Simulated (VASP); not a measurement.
A run of VASP 6.6.1 is set up as follows.

INCAR

```
SYSTEM = SiC
PREC = Accurate ; ENCUT = 520
EDIFF = 1E-6 ; ISMEAR = 0
SIGMA = 0.05 ; LREAL = .False.
LASPH = .True. ; NELM = 80
ALGO = Normal ; ISIF = 2
LWAVE = .False. ; LCHARG = .False.
GGA = PE ; NBANDS = 11
```

File KPOINTS:

```
regular mesh
0
Gamma
  12 12 12
  0 0 0
```

POSCAR

```
SiC
1.0
    0.0000000000      2.3356845231      2.3356845231
    2.3356845231      0.0000000000      2.3356845231
    2.2157860509      2.2157860509      0.1198984722
Si C
1 1
Direct
    0.0000000000      0.0000000000      0.0000000000
    0.7500000000      0.7500000000      0.7500000000
```

Potentials or basis: VASP PAW PBE potentials, release 64 (Si, C).

Run with:

```console
$ cat potpaw_PBE.64/Si/POTCAR potpaw_PBE.64/C/POTCAR > POTCAR
$ mpirun -np 1 vasp_std > vasp.out
```

**Question.** Estimate the largest force.

**Answer.** 0.511 eV/Å.

**Question.** What does it give for the pressure?

**Answer.** -17.6 GPa.

Forces on the atoms (eV/Å):
```
Si  -0.295 -0.295  0.295
C    0.295  0.295 -0.295
```
